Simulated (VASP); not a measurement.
# Cu2H3 (P4mm) in VASP: single point with PBE

Aim: the single point of Cu2H3 with PBE.

Program: VASP 6.6.1. These are calculated values, not measurements. Logs are shortened: lines on timing, memory, paths and dates and some standing lists are left out, and cuts for length are marked.

**1. The cell of the first run**

The structure is tetragonal, space group P4mm (No. 99). The conventional cell has a = 2.784 Å, b = 2.784 Å, c = 4.961 Å, α = 90.00°, β = 90.00°, γ = 90.00°. Within 2.2 Å of Cu (site symmetry 4mm) lie 5 H at 1.64 to 1.78 Å. Within 2.8 Å of Cu (site symmetry 4mm) lie 8 H at 1.97 to 2.71 Å and 8 Cu at 2.65 to 2.78 Å. H (site symmetry 2mm) has 2 Cu at 1.64 Å and 4 H at 1.97 Å within 2.2 Å. Within 2.4 Å of H (site symmetry 4mm) lie 5 Cu at 1.78 to 1.97 Å.

**2. Single point, PBE**

Input file POSCAR:

```
Cu2H3
1.0
    2.7837162217      0.0000000000      0.0000000000
    0.0000000000      2.7837162217      0.0000000000
    0.0000000000      0.0000000000      4.9608010356
Cu H
2 3
Direct
    0.0000000000      0.0000000000      0.7271366828
    0.5000000000      0.5000000000      0.3708061360
    0.5000000000      0.0000000000      0.9016353698
    0.0000000000      0.5000000000      0.9016353698
    0.0000000000      0.0000000000      0.3687863616
```

Input file INCAR.step1:

```
  PREC = Accurate
  ENCUT = 520
  EDIFF = 1E-6
  ISMEAR = 0
  SIGMA = 0.1
  LREAL = F
  LASPH = T
  NELM = 60
  ALGO = Normal
  ISIF = 2
  LWAVE = F
  LCHARG = T
  LMAXMIX = 4
  GGA = PE
  NBANDS = 20
```

Input file KPOINTS.step1:

```
Automatic mesh
0
Gamma
  14 14 8
```

Input file INCAR.step2:

```
  PREC = Accurate
  ENCUT = 520
  EDIFF = 1E-6
  ISMEAR = -5
  SIGMA = 0.1
  LREAL = F
  LASPH = T
  NELM = 60
  ALGO = Normal
  ISIF = 2
  LWAVE = F
  LCHARG = F
  LMAXMIX = 4
  GGA = PE
  LORBIT = 11
  NEDOS = 1001
  ICHARG = 11
```

Input file KPOINTS.step2:

```
Automatic mesh
0
Gamma
  21 21 12
```

Potentials or basis: VASP PAW PBE potentials, release 64 (Cu, H).

Launch:

```sh
$ cat potpaw_PBE.64/Cu/POTCAR potpaw_PBE.64/H/POTCAR > POTCAR
$ cp INCAR.step1 INCAR
$ cp KPOINTS.step1 KPOINTS
$ mpirun -np 1 vasp_std > vasp.out
$ cp INCAR.step2 INCAR
$ cp KPOINTS.step2 KPOINTS
$ mpirun -np 1 vasp_std > vasp.out
```

OUTCAR:

```text
PREC = Accurate
   ENCUT = 520
   EDIFF = 1E-6
   ISMEAR = -5
   LREAL = F
   LASPH = T
   NELM = 60
   ISIF = 2
   GGA = PE
   LORBIT = 11
   ICHARG = 11

 ion  position               nearest neighbor table
   1  0.000  0.000  0.727-   3 1.64   4 1.64   4 1.64   3 1.64   5 1.78   2 2.65   2 2.65   2 2.65
                             2 2.65
   2  0.500  0.500  0.371-   1 2.65   1 2.65   1 2.65   1 2.65
   3  0.500  0.000  0.902-   1 1.64   1 1.64
   4  0.000  0.500  0.902-   1 1.64   1 1.64
   5  0.000  0.000  0.369-   1 1.78

  LATTYP: Found a simple tetragonal cell.
 ALAT       =     2.7837162217
 C/A-ratio  =     1.7820785743

  Lattice vectors:

 A1 = (   2.7837162217,   0.0000000000,   0.0000000000)
 A2 = (   0.0000000000,   2.7837162217,   0.0000000000)
 A3 = (   0.0000000000,   0.0000000000,   4.9608010356)

Analysis of symmetry for initial positions (statically):
=====================================================================
 Subroutine PRICEL returns:
 Original cell was already a primitive cell.

 Routine SETGRP: Setting up the symmetry group for a
 simple tetragonal supercell.

 Subroutine GETGRP returns: Found  8 space group operations
 (whereof  8 operations were pure point group operations)
 out of a pool of 16 trial point group operations.

The static configuration has the point symmetry C_4v.

Analysis of symmetry for dynamics (positions and initial velocities):
=====================================================================
 Subroutine PRICEL returns:
 Original cell was already a primitive cell.

 Routine SETGRP: Setting up the symmetry group for a
 simple tetragonal supercell.

 Subroutine GETGRP returns: Found  8 space group operations
 (whereof  8 operations were pure point group operations)
 out of a pool of 16 trial point group operations.

The dynamic configuration has the point symmetry C_4v.

 Subroutine INISYM returns: Found  8 space group operations
 (whereof  8 operations are pure point group operations),
 and found     1 'primitive' translations

----------------------------------------------------------------------------------------

                                     Primitive cell

  volume of cell :      38.4416

  direct lattice vectors                    reciprocal lattice vectors
     2.783716222  0.000000000  0.000000000     0.359232019  0.000000000  0.000000000
     0.000000000  2.783716222  0.000000000     0.000000000  0.359232019  0.000000000
     0.000000000  0.000000000  4.960801036     0.000000000  0.000000000  0.201580348

  length of vectors
     2.783716222  2.783716222  4.960801036     0.359232019  0.359232019  0.201580348

  position of ions in fractional coordinates (direct lattice)
     0.000000000  0.000000000  0.727136683
     0.500000000  0.500000000  0.370806136
     0.500000000  0.000000000  0.901635370
     0.000000000  0.500000000  0.901635370
     0.000000000  0.000000000  0.368786362

  ion indices of the primitive-cell ions
   primitive index   ion index
                 1           1
                 2           2
                 3           3
                 4           4
                 5           5

----------------------------------------------------------------------------------------

 KPOINTS: Automatic mesh

Automatic generation of k-mesh.
 Grid dimensions read from file:
 generate k-points for:   21   21   12

 Generating k-lattice:

  Cartesian coordinates                     Fractional coordinates (reciprocal lattice)
     0.017106287  0.000000000  0.000000000     0.047619048  0.000000000  0.000000000
     0.000000000  0.017106287  0.000000000     0.000000000  0.047619048  0.000000000
     0.000000000  0.000000000  0.016798362     0.000000000  0.000000000  0.083333333

  Length of vectors
     0.017106287  0.017106287  0.016798362

  Shift w.r.t. Gamma in fractional coordinates (k-lattice)
     0.000000000  0.000000000  0.000000000

 TETIRR: Found   7926 inequivalent tetrahedra from    31752

 Subroutine IBZKPT returns following result:
 ===========================================

 Found    462 irreducible k-points:

 Following reciprocal coordinates:
            Coordinates               Weight
  0.000000  0.000000  0.000000      1.000000
  0.047619  0.000000  0.000000      4.000000
  0.095238  0.000000  0.000000      4.000000
  0.142857  0.000000  0.000000      4.000000
  0.190476  0.000000  0.000000      4.000000
  0.238095  0.000000  0.000000      4.000000
[... 16 lines left out ...]
  0.142857  0.095238  0.000000      8.000000
  0.190476  0.095238  0.000000      8.000000
 [... further k-points ...]
   k-points           NKPTS =    462   k-points in BZ     NKDIM =    462   number of bands    NBANDS=     16
   number of dos      NEDOS =   1001   number of ions     NIONS =      5
   total plane-waves  NPLWV =  23040
   dimension x,y,z NGX =    24 NGY =   24 NGZ =   40
   dimension x,y,z NGXF=    48 NGYF=   48 NGZF=   80
   ions per type =               2   3
   NGX,Y,Z   is equivalent  to a cutoff of  14.33, 14.33, 13.40 a.u.
   NGXF,Y,Z  is equivalent  to a cutoff of  28.67, 28.67, 26.81 a.u.
 SYSTEM =  unknown system
   PREC   = accura    normal or accurate (medium, high low for compatibility)
   ISTART =      0    job   : 0-new  1-cont  2-samecut
   ICHARG =     11    charge: 1-file 2-atom 10-const
   ISPIN  =      1    spin polarized calculation?
   LNONCOLLINEAR =      F non collinear calculations
   LSORBIT =      F    spin-orbit coupling
   LASPH  =      T    aspherical Exc in radial PAW
   ENCUT  =  520.0 eV  38.22 Ry    6.18 a.u.   5.18  5.18  9.22*2*pi/ulx,y,z
   NELM   =     60;   NELMIN=  2; NELMDL=  0     # of ELM steps
   EDIFF  = 0.1E-05   stopping-criterion for ELM
   LREAL  =      F    real-space projection
   EDIFFG = 0.1E-04   stopping-criterion for IOM
   NSW    =      0    number of steps for IOM
   IBRION =     -1    ionic relax: 0-MD 1-quasi-New 2-CG
   NFREE  =      0    steps in history (QN), initial steepest desc. (CG)
   ISIF   =      2    stress and relaxation
   ISYM   =      2    0-nonsym 1-usesym 2-fastsym
   POTIM  = 0.5000    time-step for ionic-motion
   TEBEG  =    0.0;   TEEND  =   0.0 temperature during run
   PSTRESS=    0.0 pullay stress
   NELECT =      25.0000    total number of electrons
   NUPDOWN=      -1.0000    fix difference up-down
   EMIN   =  10.00;   EMAX   =-10.00  energy-range for DOS
   EFERMI =   0.00;   METHOD = LEGACY
   ISMEAR =    -5;   SIGMA  =   0.10  broadening in eV -4-tet -1-fermi 0-gaus
   EFERMI_NEDOS =   21; number of points for ismear=-14 and -15
   IALGO  =     38    algorithm
   IMIX   =      4    mixing-type and parameters
     AMIX     =   0.40;   BMIX     =  1.00
     AMIX_MAG =   1.60;   BMIX_MAG =  1.00
  volume/ion in A,a.u.               =       7.69        51.88
  Fermi-wavevector in a.u.,A,eV,Ry     =   1.418364  2.680319 27.371594  2.011755
  Thomas-Fermi vector in A             =   2.539497
   LORBIT       =     11    0 simple, 1 ext, 2 COOP (PROOUT), +10 PAW based schemes
   GGA     = PE    functional components
   LHFCALC =     F    Hartree Fock is set to
   AEXX    =    0.0000 exact exchange contribution
   IVDW    =     0    specifies the selected vdW correction
   LEPSILON=     F    determine dielectric tensor
   LRPA    =     F    only Hartree local field effects (RPA)
 non-spin polarized calculation
 Fermi weights with tetrahedron method with Bloechl corrections
  energy-cutoff  :      520.00
  volume of cell :       38.44
 maximum number of plane-waves:      1058
 NGX is ok and might be reduce to    24

 number of electron      25.0000019 magnetization

 Free energy of the ion-electron system (eV)
  ---------------------------------------------------
  ext. energy  EPLUGINS =         0.00000000
  ---------------------------------------------------
  free energy    TOTEN  =       -15.70100234 eV

  energy without entropy =      -15.70100234  energy(sigma->0) =      -15.70100234

 E-fermi :   4.9478     XC(G=0): -11.1475

 val. band max:        4.9438682007   @ k =   0.4286   0.3333   0.0833
 cond. band min:       4.9033312162   @ k =   0.1429   0.0952   0.0833
 fundamental gap:     -0.0405369845
 Fermi energy:         4.9478011826

 k-point     1 :       0.0000    0.0000    0.0000
  band No.  band energies     occupation
      1      -6.0828      2.00000
      2      -2.8577      2.00000
      3      -0.4835      2.00000
      4       0.8685      2.00000
      5       1.1923      2.00000
      6       1.2325      2.00000
[... 8 lines left out ...]
     15      13.4785      0.00000
     16      14.6008      0.00000

 k-point     2 :       0.0476    0.0000    0.0000
  band No.  band energies     occupation
      1      -6.0401      2.00000
      2      -2.8259      2.00000
      3      -0.4769      2.00000
      4       0.8524      2.00000
      5       1.1616      2.00000
      6       1.2338      2.00000
[... 8 lines left out ...]
     15      12.9613      0.00000
     16      14.6650      0.00000

 k-point     3 :       0.0952    0.0000    0.0000
  band No.  band energies     occupation
      1      -5.9128      2.00000
      2      -2.7316      2.00000
      3      -0.4593      2.00000
      4       0.7997      2.00000
      5       1.1588      2.00000
      6       1.2370      2.00000
[... 8 lines left out ...]
     15      12.1473      0.00000
     16      14.8467      0.00000
[... 362 lines left out ...]
 k-point    23 :       0.1429    0.0952    0.0000
  band No.  band energies     occupation
      1      -5.5361      2.00000
      2      -2.4646      2.00000
      3      -0.4021      2.00000
      4       0.7263      2.00000
      5       0.9846      2.00000
      6       1.4064      2.00000
[... 8 lines left out ...]
     15      10.8867      0.00000
     16      14.1561      0.00000

 k-point    24 :       0.1905    0.0952    0.0000
  band No.  band energies     occupation
      1      -5.2493      2.00000
      2      -2.2704      2.00000
      3      -0.3790      2.00000
      4       0.6462      2.00000
      5       0.9837      2.00000
      6       1.4339      2.00000
[... 8 lines left out ...]
     15      10.3583      0.00000
     16      14.0509      0.00000

 [... further k-points ...]

------------------------ aborting loop because EDIFF is reached ----------------------------------------

  FORCE on cell =-STRESS in cart. coord.  units (eV):
  Direction    XX          YY          ZZ          XY          YZ          ZX
  --------------------------------------------------------------------------------------
  -------------------------------------------------------------------------------------
  Total        0.1784944      0.1784944      0.2578898      0.0000000      0.0000000      0.0000000
  in kB        7.4393256      7.4393256     10.7483814      0.0000000      0.0000000      0.0000000
  external PRESSURE =       8.5423442 kB  Pullay stress =       0.0000000 kB

 VOLUME and BASIS-vectors are now :
 -----------------------------------------------------------------------------
  energy-cutoff  :      520.00
  volume of cell :       38.44
      direct lattice vectors                 reciprocal lattice vectors
     2.783716222  0.000000000  0.000000000     0.359232019  0.000000000  0.000000000
     0.000000000  2.783716222  0.000000000     0.000000000  0.359232019  0.000000000
     0.000000000  0.000000000  4.960801036     0.000000000  0.000000000  0.201580348

 POSITION                                       TOTAL-FORCE (eV/Angst)
 -----------------------------------------------------------------------------------
      0.00000      0.00000      3.60718        -0.000000      0.000000      0.011460
      1.39186      1.39186      1.83950        -0.000000      0.000000     -0.033242
      1.39186      0.00000      4.47283        -0.000000      0.000000      0.016924
      0.00000      1.39186      4.47283        -0.000000     -0.000000      0.016924
      0.00000      0.00000      1.82948         0.000000      0.000000     -0.012065
 -----------------------------------------------------------------------------------
    total drift:                                0.000000     -0.000000     -0.000220

  FREE ENERGIE OF THE ION-ELECTRON SYSTEM (eV)
  ---------------------------------------------------
  free  energy   TOTEN  =       -15.7010023364 eV

  energy  without entropy=      -15.7010023364  energy(sigma->0) =      -15.70100234

 total charge

# of ion       s       p       d       tot
------------------------------------------
    1        0.464   0.552   9.130  10.146
    2        0.335   0.284   9.247   9.867
    3        0.507   0.020   0.000   0.527
    4        0.507   0.020   0.000   0.527
    5        0.484   0.020   0.000   0.504
--------------------------------------------------
tot          2.296   0.897  18.377  21.570
```

Wall time 4.9 min (1 thread of Intel Xeon Platinum 8259CL at 2.50GHz (Skylake/Cascade Lake), shared host); peak memory 0.37 GiB.

Results:

```
Valence electrons inside the program's atomic spheres : Cu 10.15, 9.87; H 0.53, 0.50 (each value once)
```

Levels at points of the mesh, in eV from the Fermi level:
```tsv
k point	band 8	band 9	band 10	band 11	band 12	band 13	band 14	band 15	band 16
(0.00, 0.00, 0.00)	-3.22	-2.61	-2.58	-2.57	-2.57	-1.01	4.89	8.53	9.65
(0.00, 0.00, 0.50)	-3.21	-2.92	-2.62	-2.62	-2.59	2.66	4.89	6.10	10.62
```

Caveat: an odd number of electrons without spin polarisation forces a metal; a magnetic or distorted state may lie lower.
